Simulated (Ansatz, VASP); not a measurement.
# One calculation of SiO2, two programs

File INCAR:

```
SYSTEM = SiO2
PREC = Accurate ; ENCUT = 600
EDIFF = 1E-6 ; ISMEAR = 0
SIGMA = 0.1 ; LREAL = .FALSE.
LASPH = .TRUE. ; NELM = 60
ALGO = Normal ; ISIF = 3
LWAVE = .FALSE. ; LCHARG = .FALSE.
GGA = PE ; IBRION = 2
NSW = 100 ; EDIFFG = -0.05
```

KPOINTS

```
regular mesh
0
G
  6 6 4
  0 0 0
```

File POSCAR:

```
SiO2
1.0
    5.0520000000      0.0000000000      0.0000000000
   -2.5260000000      4.3751603399      0.0000000000
    0.0000000000      0.0000000000      8.2700000000
Si O
4 8
Direct
    0.3333333333      0.6666666667      0.0620000000
    0.6666666667      0.3333333333      0.5620000000
    0.3333333333      0.6666666667      0.4380000000
    0.6666666667      0.3333333333      0.9380000000
    0.3333333333      0.6666666667      0.2500000000
    0.6666666667      0.3333333333      0.7500000000
    0.5000000000      0.0000000000      0.0000000000
    0.5000000000      0.5000000000      0.5000000000
    0.0000000000      0.5000000000      0.0000000000
    0.5000000000      0.0000000000      0.5000000000
    0.5000000000      0.5000000000      0.0000000000
    0.0000000000      0.5000000000      0.5000000000
```

Input for Ansatz:

```yaml
crystal:
  lattice:
    - [5.052, 0.0, 0.0]
    - [-2.526, 4.3751603399, 0.0]
    - [0.0, 0.0, 8.27]
  atoms:
    - { symbol: Si, position: [0.3333333333, 0.6666666667, 0.062] }
    - { symbol: Si, position: [0.6666666667, 0.3333333333, 0.562] }
    - { symbol: Si, position: [0.3333333333, 0.6666666667, 0.438] }
    - { symbol: Si, position: [0.6666666667, 0.3333333333, 0.938] }
    - { symbol: O, position: [0.3333333333, 0.6666666667, 0.25] }
    - { symbol: O, position: [0.6666666667, 0.3333333333, 0.75] }
    - { symbol: O, position: [0.5, 0.0, 0.0] }
    - { symbol: O, position: [0.5, 0.5, 0.5] }
    - { symbol: O, position: [0.0, 0.5, 0.0] }
    - { symbol: O, position: [0.5, 0.0, 0.5] }
    - { symbol: O, position: [0.5, 0.5, 0.0] }
    - { symbol: O, position: [0.0, 0.5, 0.5] }
basis:
  ecutwfc: 420
kpoints:
  mp_grid: { grid: [6, 6, 4] }
hamiltonian:
  xc: pbe
scf:
  occupations: { method: gaussian, width: 0.1 }
output:
  forces: true
  stress: true
  eigenvalues: true
relax:
  adjacent_minimum: "off"
  f_tol: 0.05
  max_steps: 80
  cell: { stress_tol: 0.5 }
```

Alike in both runs: task relaxation of cell and atoms; functional PBE; k mesh 6 × 6 × 4; occupations gaussian, width 0.1 eV; no spin polarisation.

```csv
,VASP,Ansatz
version,VASP 6.6.1,Ansatz 0.2.0
potentials or method,"VASP PAW PBE potentials, release 64 (Si, O), cutoff 600 eV","scalar-relativistic, plane waves, PAW"
valence electrons in the cell,64,64
```

```csv
,VASP,Ansatz,Ansatz less VASP
"gap on the k mesh at the Fermi level, each at its own relaxed structure (eV)",5.37,5.37,-0.004
relaxed volume (Å³/atom),17.27,17.28,+0.010
relaxed cell length with the largest relative difference (Å),8.612,8.615,+0.0029
```
